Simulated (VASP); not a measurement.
# InSe (C2/m) in VASP: single point with PBE

Aim: the single point of InSe with PBE.

All numbers are computed with VASP 6.6.1; they aren't measurements. Logs are shortened: lines on timing, memory, paths and dates and some standing lists are left out, and cuts for length are marked.

## Step 1: The cell of the first run

Symmetry: C2/m, No. 12, monoclinic system. The conventional cell has a = 11.497 Å, b = 4.127 Å, c = 5.680 Å, α = 90.00°, β = 108.28°, γ = 90.00°. Within 3.7 Å of In (site symmetry m) lie 3 Se at 2.70 to 2.72 Å and 3 In at 2.83 to 3.67 Å. Se (site symmetry m) has 3 In at 2.70 to 2.72 Å within 3.6 Å.

## Step 2: Single point, PBE

Input file INCAR:

```
SYSTEM = InSe
PREC = Accurate
ENCUT = 520
EDIFF = 1E-7
ISMEAR = 0
SIGMA = 0.02
LREAL = .FALSE.
LASPH = .TRUE.
NELM = 80
ALGO = Normal
ISIF = 2
LWAVE = .FALSE.
LCHARG = .TRUE.
GGA = PE
LELF = .TRUE.
LVHAR = .TRUE.
NBANDS = 27
```

Input file KPOINTS:

```
regular mesh
0
G
  8 8 6
  0 0 0
```

Input file POSCAR:

```
InSe
1.0
    5.7469673337     -2.0633480239     -0.1277507744
    5.7469673337      2.0633480239     -0.1277507744
   -1.6614151488      0.0000000000      5.4313206088
In Se
2 2
Direct
    0.8879310147      0.8879310147      0.0532932937
    0.1120689853      0.1120689853      0.9467067063
    0.6661962049      0.6661962049      0.6941016427
    0.3338037951      0.3338037951      0.3058983573
```

Potentials or basis: VASP PAW PBE potentials, release 64 (In_d, Se).

Run with:

```sh
$ cat potpaw_PBE.64/In_d/POTCAR potpaw_PBE.64/Se/POTCAR > POTCAR
$ mpirun -np 1 vasp_std > vasp.out
```

OUTCAR:

```text
SYSTEM = InSe
   PREC = Accurate
   ENCUT = 520
   EDIFF = 1E-7
   ISMEAR = 0
   LREAL = .FALSE.
   LASPH = .TRUE.
   NELM = 80
   ISIF = 2
   GGA = PE

 ion  position               nearest neighbor table
   1  0.888  0.888  0.053-   4 2.70   4 2.70   3 2.72   2 2.83   2 3.67   2 3.67
   2  0.112  0.112  0.947-   3 2.70   3 2.70   4 2.72   1 2.83   1 3.67   1 3.67
   3  0.666  0.666  0.694-   2 2.70   2 2.70   1 2.72
   4  0.334  0.334  0.306-   1 2.70   1 2.70   2 2.72

  LATTYP: Found a base centered monoclinic cell.
 ALAT       =    11.4967741206
 B/A-ratio  =     0.3589438224
 C/A-ratio  =     0.4940297612
 COS(beta)  =    -0.3136950797

  Lattice vectors:

 A1 = (   5.7469673337,  -2.0633480239,  -0.1277507744)
 A2 = (   5.7469673337,   2.0633480239,  -0.1277507744)
 A3 = (  -1.6614151488,   0.0000000000,   5.4313206088)

Analysis of symmetry for initial positions (statically):
=====================================================================
 Subroutine PRICEL returns:
 Original cell was already a primitive cell.

 Routine SETGRP: Setting up the symmetry group for a
 base centered monoclinic supercell.

 Subroutine GETGRP returns: Found  4 space group operations
 (whereof  4 operations were pure point group operations)
 out of a pool of  4 trial point group operations.

The static configuration has the point symmetry C_2h.

Analysis of symmetry for dynamics (positions and initial velocities):
=====================================================================
 Subroutine PRICEL returns:
 Original cell was already a primitive cell.

 Routine SETGRP: Setting up the symmetry group for a
 base centered monoclinic supercell.

 Subroutine GETGRP returns: Found  4 space group operations
 (whereof  4 operations were pure point group operations)
 out of a pool of  4 trial point group operations.

The dynamic configuration has the point symmetry C_2h.

 Subroutine INISYM returns: Found  4 space group operations
 (whereof  4 operations are pure point group operations),
 and found     1 'primitive' translations

----------------------------------------------------------------------------------------

                                     Primitive cell

  volume of cell :     127.9333

  direct lattice vectors                    reciprocal lattice vectors
     5.746967334 -2.063348024 -0.127750774     0.087598060 -0.242324607  0.026795830
     5.746967334  2.063348024 -0.127750774     0.087598060  0.242324607  0.026795830
    -1.661415149  0.000000000  5.431320609     0.004120810  0.000000000  0.185377820

  length of vectors
     6.107483841  6.107483841  5.679748573     0.259061097  0.259061097  0.185423616

  position of ions in fractional coordinates (direct lattice)
     0.887931015  0.887931015  0.053293294
     0.112068985  0.112068985  0.946706706
     0.666196205  0.666196205  0.694101643
     0.333803795  0.333803795  0.305898357

  ion indices of the primitive-cell ions
   primitive index   ion index
                 1           1
                 2           2
                 3           3
                 4           4

----------------------------------------------------------------------------------------

 KPOINTS: regular mesh

Automatic generation of k-mesh.
 Grid dimensions read from file:
 generate k-points for:    8    8    6

 Generating k-lattice:

  Cartesian coordinates                     Fractional coordinates (reciprocal lattice)
     0.010949757 -0.030290576  0.003349479     0.125000000  0.000000000  0.000000000
     0.010949757  0.030290576  0.003349479     0.000000000  0.125000000  0.000000000
     0.000686802  0.000000000  0.030896303     0.000000000  0.000000000  0.166666667

  Length of vectors
     0.032382637  0.032382637  0.030903936

  Shift w.r.t. Gamma in fractional coordinates (k-lattice)
     0.000000000  0.000000000  0.000000000

 Subroutine IBZKPT returns following result:
 ===========================================

 Found    114 irreducible k-points:

 Following reciprocal coordinates:
            Coordinates               Weight
  0.000000  0.000000  0.000000      1.000000
  0.125000  0.000000 -0.000000      4.000000
  0.250000  0.000000 -0.000000      4.000000
  0.375000  0.000000 -0.000000      4.000000
  0.500000  0.000000 -0.000000      2.000000
  0.125000  0.125000 -0.000000      2.000000
[... 16 lines left out ...]
  0.125000  0.000000  0.166667      4.000000
  0.250000 -0.000000  0.166667      4.000000
 [... further k-points ...]
   k-points           NKPTS =    114   k-points in BZ     NKDIM =    114   number of bands    NBANDS=     27
   number of dos      NEDOS =    301   number of ions     NIONS =      4
   total plane-waves  NPLWV =  96768
   dimension x,y,z NGX =    48 NGY =   48 NGZ =   42
   dimension x,y,z NGXF=    96 NGYF=   96 NGZF=   84
   ions per type =               2   2
   NGX,Y,Z   is equivalent  to a cutoff of  13.07, 13.07, 12.29 a.u.
   NGXF,Y,Z  is equivalent  to a cutoff of  26.13, 26.13, 24.59 a.u.
 SYSTEM =  InSe
   PREC   = accura    normal or accurate (medium, high low for compatibility)
   ISTART =      0    job   : 0-new  1-cont  2-samecut
   ICHARG =      2    charge: 1-file 2-atom 10-const
   ISPIN  =      1    spin polarized calculation?
   LNONCOLLINEAR =      F non collinear calculations
   LSORBIT =      F    spin-orbit coupling
   LASPH  =      T    aspherical Exc in radial PAW
   ENCUT  =  520.0 eV  38.22 Ry    6.18 a.u.  11.36 11.36 10.56*2*pi/ulx,y,z
   NELM   =     80;   NELMIN=  2; NELMDL= -5     # of ELM steps
   EDIFF  = 0.1E-06   stopping-criterion for ELM
   LREAL  =      F    real-space projection
   EDIFFG = 0.1E-05   stopping-criterion for IOM
   NSW    =      0    number of steps for IOM
   IBRION =     -1    ionic relax: 0-MD 1-quasi-New 2-CG
   NFREE  =      0    steps in history (QN), initial steepest desc. (CG)
   ISIF   =      2    stress and relaxation
   ISYM   =      2    0-nonsym 1-usesym 2-fastsym
   POTIM  = 0.5000    time-step for ionic-motion
   TEBEG  =    0.0;   TEEND  =   0.0 temperature during run
   PSTRESS=    0.0 pullay stress
   NELECT =      38.0000    total number of electrons
   NUPDOWN=      -1.0000    fix difference up-down
   EMIN   =  10.00;   EMAX   =-10.00  energy-range for DOS
   EFERMI =   0.00;   METHOD = LEGACY
   ISMEAR =     0;   SIGMA  =   0.02  broadening in eV -4-tet -1-fermi 0-gaus
   EFERMI_NEDOS =   21; number of points for ismear=-14 and -15
   IALGO  =     38    algorithm
   IMIX   =      4    mixing-type and parameters
     AMIX     =   0.40;   BMIX     =  1.00
     AMIX_MAG =   1.60;   BMIX_MAG =  1.00
  volume/ion in A,a.u.               =      31.98       215.83
  Fermi-wavevector in a.u.,A,eV,Ry     =   1.092299  2.064146 16.233345  1.193117
  Thomas-Fermi vector in A             =   2.228562
   LORBIT       =      0    0 simple, 1 ext, 2 COOP (PROOUT), +10 PAW based schemes
   GGA     = PE    functional components
   LHFCALC =     F    Hartree Fock is set to
   AEXX    =    0.0000 exact exchange contribution
   IVDW    =     0    specifies the selected vdW correction
   LEPSILON=     F    determine dielectric tensor
   LRPA    =     F    only Hartree local field effects (RPA)
 non-spin polarized calculation
 Gauss-broadening in eV      SIGMA  =   0.02
  energy-cutoff  :      520.00
  volume of cell :      127.93
 maximum number of plane-waves:      3471
 NGX is ok and might be reduce to    48
   NGX = 23   NGY = 23   NGZ = 21

 number of electron      38.0000010 magnetization

 Free energy of the ion-electron system (eV)
  ---------------------------------------------------
  ext. energy  EPLUGINS =         0.00000000
  ---------------------------------------------------
  free energy    TOTEN  =       -14.08588630 eV

  energy without entropy =      -14.08588630  energy(sigma->0) =      -14.08588630

 E-fermi :   3.1890     XC(G=0):  -8.4628

 val. band max:        3.0898215886   @ k =   0.5000   0.5000  -0.0000
 cond. band min:       4.1523616539   @ k =   0.0000   0.0000   0.5000
 fundamental gap:      1.0625400653
 Fermi energy:         3.1889693273

 k-point     1 :       0.0000    0.0000    0.0000
  band No.  band energies     occupation
      1     -11.4867      2.00000
      2     -11.3835      2.00000
      3     -11.2223      2.00000
      4     -11.1845      2.00000
      5     -11.1515      2.00000
      6     -11.1505      2.00000
[... 19 lines left out ...]
     26       9.4243      0.00000
     27      10.6268      0.00000

 k-point     2 :       0.1250    0.0000   -0.0000
  band No.  band energies     occupation
      1     -11.4837      2.00000
      2     -11.3828      2.00000
      3     -11.2667      2.00000
      4     -11.1742      2.00000
      5     -11.1645      2.00000
      6     -11.1413      2.00000
[... 19 lines left out ...]
     26       9.2678      0.00000
     27      10.8196      0.00000

 k-point     3 :       0.2500    0.0000   -0.0000
  band No.  band energies     occupation
      1     -11.4804      2.00000
      2     -11.3808      2.00000
      3     -11.3408      2.00000
      4     -11.1895      2.00000
      5     -11.1571      2.00000
      6     -11.1350      2.00000
[... 19 lines left out ...]
     26       9.8293      0.00000
     27      10.5234      0.00000

 k-point     4 :       0.3750    0.0000   -0.0000
  band No.  band energies     occupation
      1     -11.4899      2.00000
      2     -11.3848      2.00000
      3     -11.3781      2.00000
      4     -11.2138      2.00000
      5     -11.1521      2.00000
      6     -11.1479      2.00000
[... 19 lines left out ...]
     26       9.7785      0.00000
     27      10.7006      0.00000
[... 516 lines left out ...]
      4     -11.1842      2.00000
      5     -11.1516      2.00000
      6     -11.1509      2.00000
[... 19 lines left out ...]
     26       9.5489      0.00000
     27      10.3976      0.00000

 k-point    23 :       0.1250    0.0000    0.1667
  band No.  band energies     occupation
      1     -11.4874      2.00000
      2     -11.3822      2.00000
      3     -11.2653      2.00000
      4     -11.1737      2.00000
      5     -11.1650      2.00000
      6     -11.1414      2.00000
[... 19 lines left out ...]
     26       9.4074      0.00000
     27      10.6711      0.00000

 k-point    24 :       0.2500   -0.0000    0.1667
  band No.  band energies     occupation
      1     -11.4858      2.00000
      2     -11.3803      2.00000
      3     -11.3364      2.00000
      4     -11.1905      2.00000
      5     -11.1566      2.00000
      6     -11.1346      2.00000
[... 19 lines left out ...]
     26      10.0687      0.00000
     27      10.8157      0.00000

 [... further k-points ...]

------------------------ aborting loop because EDIFF is reached ----------------------------------------

  FORCE on cell =-STRESS in cart. coord.  units (eV):
  Direction    XX          YY          ZZ          XY          YZ          ZX
  --------------------------------------------------------------------------------------
  -------------------------------------------------------------------------------------
  Total        0.0225089      0.0220009      0.0525451      0.0000000      0.0000000      0.0006901
  in kB        0.2818907      0.2755290      0.6580513      0.0000000      0.0000000      0.0086425
  external PRESSURE =       0.4051570 kB  Pullay stress =       0.0000000 kB

 VOLUME and BASIS-vectors are now :
 -----------------------------------------------------------------------------
  energy-cutoff  :      520.00
  volume of cell :      127.93
      direct lattice vectors                 reciprocal lattice vectors
     5.746967334 -2.063348024 -0.127750774     0.087598060 -0.242324607  0.026795830
     5.746967334  2.063348024 -0.127750774     0.087598060  0.242324607  0.026795830
    -1.661415149  0.000000000  5.431320609     0.004120810  0.000000000  0.185377820

 POSITION                                       TOTAL-FORCE (eV/Angst)
 -----------------------------------------------------------------------------------
     10.11728      0.00000      0.06259         0.013944      0.000000     -0.003660
     -0.28476      0.00000      5.11323        -0.013944      0.000000      0.003660
      6.50402      0.00000      3.59967         0.000867      0.000000     -0.014149
      3.32849      0.00000      1.57614        -0.000867      0.000000      0.014149
 -----------------------------------------------------------------------------------
    total drift:                               -0.000000      0.000000      0.000000

  FREE ENERGIE OF THE ION-ELECTRON SYSTEM (eV)
  ---------------------------------------------------
  free  energy   TOTEN  =       -14.0858863013 eV

  energy  without entropy=      -14.0858863013  energy(sigma->0) =      -14.08588630
```

It took 14 min on 1 thread of Intel Xeon 8259CL, shared host; peak memory 0.53 GiB.

Results:

```
Free energy            : -14.0859 eV
Pressure               : 0.0 GPa
Largest force          : 0.014 eV/Å
Band gap on the k mesh : 1.06 eV (least direct gap 1.21 eV)
```

Forces in eV/Å, atoms in the order of the input:
```
In   0.014  0.000 -0.004
In  -0.014  0.000  0.004
Se   0.001  0.000 -0.014
Se  -0.001  0.000  0.014
```

Caveat: spin-orbit coupling is left out, which moves the levels of the heavy elements. A k mesh can miss the band edges.
